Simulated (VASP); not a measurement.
A run of VASP 6.6.1:

Contents of INCAR:

```
SYSTEM = P
ALGO = Normal
EDIFF = 1E-6
EDIFFG = -0.005
ENCUT = 600
GGA = PE
IBRION = 2
ISIF = 3
ISMEAR = -1
LASPH = .TRUE.
LCHARG = .FALSE.
LREAL = .FALSE.
LWAVE = .FALSE.
NELM = 60
NSW = 32
PREC = Accurate
PSTRESS = 720.0
SIGMA = 0.08
```

KPOINTS

```
k-points
0
G
  15 15 15
  0 0 0
```

POSCAR

```
P
1.0
    1.5551421625     -0.8978617462      2.5395312910
    0.0000000000      1.7957234923      2.5395312910
   -1.5551421625     -0.8978617462      2.5395312910
P
2
Direct
    0.2499999889      0.2499999889      0.2499999889
   -0.2499999889     -0.2499999889     -0.2499999889
```

Potentials or basis: VASP PAW PBE potentials, release 64 (P).

The run is started by

```bash
$ cat potpaw_PBE.64/P/POTCAR > POTCAR
$ mpirun -np 1 vasp_std > vasp.out
```

Hardware: 1 thread of Intel(R) Xeon(R) 6975P-C (Granite Rapids) (shared host).

Estimate the wall time of this run.

Wall time 26 s on 1 thread of Intel(R) Xeon(R) 6975P-C (Granite Rapids), with other jobs on the host, peak memory 0.16 GiB. Counts: scf iterations 18, k points 120, ion steps 3.
